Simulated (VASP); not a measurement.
Se, 1 atom in the cell. It takes space group Im-3m (No. 229, cubic). Conventional cell: a = 2.808 Å, b = 2.808 Å, c = 2.808 Å, α = 90.00°, β = 90.00°, γ = 90.00°. Se (site symmetry m-3m) has 14 Se at 2.43 to 2.81 Å within 3.2 Å. 

| Quantity | Value |
| --- | --- |
| Program | VASP 6.6.1 |
| Task | relaxation of cell and atoms |
| Functional | PBE |
| Potentials or basis | VASP PAW PBE potentials, release 64 (Se) |
| Cutoff | 600 eV |
| k mesh | 13 × 13 × 13 |
| Occupations | methfessel-paxton, width 0.1 eV |
| Spin | no spin polarisation |
| Dipole correction | no |
| Further INCAR settings | ALGO = Normal; EDIFF = 1e-06; IBRION = 2; EDIFFG = -0.01; NSW = 80; ISIF = 3 |

Potentials or basis: VASP PAW PBE potentials, release 64 (Se).

Run with:

```console
$ cat potpaw_PBE.64/Se/POTCAR > POTCAR
$ mpirun -np 1 vasp_std > vasp.out
```

Hardware: 1 thread of Intel Xeon 8259CL (shared host).

Problem. How long does it take, and how much memory?

Solution. It took 66 s on 1 thread of Intel Xeon 8259CL, with other jobs on the host, peak memory 0.13 GiB. Counts: scf iterations 53, k points 84, ion steps 8.
